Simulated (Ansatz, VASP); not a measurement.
One calculation of ZnS, two programs

Contents of INCAR:

```
SYSTEM = ZnS
ALGO = Normal
EDIFF = 1E-6
ENCUT = 500
GGA = PS
GGA_COMPAT = .FALSE.
ISIF = 2
ISMEAR = 0
LASPH = .TRUE.
LCHARG = .TRUE.
LELF = .TRUE.
LREAL = .FALSE.
LVHAR = .TRUE.
LWAVE = .FALSE.
NBANDS = 16
NELM = 120
PREC = Accurate
SIGMA = 0.01
```

Contents of KPOINTS:

```
k-points
0
G
  10 10 10
  0 0 0
```

Contents of POSCAR:

```
ZnS
1.0
    0.0000000000      2.4113461867      2.4113461867
    2.4113461867      0.0000000000      2.4113461867
    2.4113461867      2.4113461867      0.0000000000
Zn S
1 1
Direct
    0.0000000000      0.0000000000      0.0000000000
    0.7500000000      0.7500000000      0.7500000000
```

Input for Ansatz:

```yaml
crystal:
  lattice:
    - [0.0, 2.4113461867, 2.4113461867]
    - [2.4113461867, 0.0, 2.4113461867]
    - [2.4113461867, 2.4113461867, 0.0]
  atoms:
    - { symbol: Zn, position: [0.0, 0.0, 0.0] }
    - { symbol: S, position: [0.75, 0.75, 0.75] }
kpoints:
  mp_grid: { grid: [10, 10, 10] }
hamiltonian:
  xc: pbesol
scf:
  occupations: { method: fixed }
  eigensolver: { kind: davidson }
output:
  forces: true
  eigenvalues: true
  stress: true
```

Alike in both runs: task single point; functional PBEsol; k mesh 10 × 10 × 10; no spin polarisation.

|  | VASP | Ansatz |
| --- | --- | --- |
| version | VASP 6.6.1 | Ansatz 0.2.0 |
| potentials or method | VASP PAW PBE potentials, release 64 (Zn, S) | scalar-relativistic, plane waves, PAW |
| plane-wave cutoff (eV) | 500 | 420 |
| occupations | gaussian, width 0.01 eV | fixed |
| valence electrons in the cell | 18 | 18 |

```tsv
	VASP	Ansatz	Ansatz less VASP
gap on the k mesh at the Fermi level (eV)	2.27	2.26	-0.013
```

VASP's potentials were made for PBE, not for PBEsol.
